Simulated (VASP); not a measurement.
Set up this calculation in VASP 6.6.1, as the native input.

```
Task                   : single point
Functional             : LDA
Potentials or basis    : VASP PAW LDA potentials, release 64 (Pb_d, F)
Cutoff                 : 520 eV
k mesh                 : 8 × 8 × 8
Occupations            : gaussian, width 0.05 eV
Spin                   : no spin polarisation
Dipole correction      : no
Further INCAR settings : ALGO = Normal; EDIFF = 1e-06; NBANDS = 21
```

The structure of PbF2 lies in POSCAR:

```
PbF2
1.0
    0.0000000000      2.9698500000      2.9698500000
    2.9698500000      0.0000000000      2.9698500000
    2.9698500000      2.9698500000      0.0000000000
Pb F
1 2
Direct
    0.0000000000      0.0000000000      0.0000000000
    0.3341793357      0.3341793357      0.1658206643
    0.8341793357      0.8341793357      0.6658206643
```

This cell differs from its parent crystal: all F atoms moved -0.500 Å, as atom 2 towards its neighbour atom 3 (F) at 2.970 Å.

These files were run (other wordings do the same):

INCAR

```
PREC     = Accurate       # precision mode
ENCUT    = 520            # plane-wave cutoff, eV
EDIFF    = 1E-6           # SCF threshold, eV
ISMEAR   = 0              # smearing method
SIGMA    = 0.05           # smearing width, eV
LREAL    = F              # projectors in reciprocal space
LASPH    = T              # aspherical terms in the spheres
NELM     = 60             # most SCF steps
ALGO     = Normal         # electronic algorithm
ISIF     = 2              # what is computed and relaxed
LWAVE    = F              # write WAVECAR
LCHARG   = F              # write CHGCAR
GGA      = CA             # functional
NBANDS   = 21             # bands
```

KPOINTS

```
regular mesh
0
Gamma
  8 8 8
```

Potentials or basis: VASP PAW LDA potentials, release 64 (Pb_d, F).

Command:

```bash
$ cat potpaw_LDA.64/Pb_d/POTCAR potpaw_LDA.64/F/POTCAR > POTCAR
$ mpirun -np 1 vasp_std > vasp.out
```

It gave:

* Pressure: 0.6 GPa
* Largest force: 1.100 eV/Å
* Band gap on the k mesh: 3.93 eV (least direct gap 4.46 eV)

Caveat: the cell differs from its parent crystal (all F atoms moved -0.500 Å, as atom 2 towards its neighbour atom 3 (F) at 2.970 Å); spin-orbit coupling is left out, which moves the levels of the heavy elements; forces of over 1 eV/Å act on the atoms, so gaps and moduli don't describe the material at rest.

Run time: 59 s on 1 thread of Intel(R) Xeon(R) Platinum 8259CL CPU @ 2.50GHz (Skylake/Cascade Lake), on a shared host, peak memory 0.19 GiB.
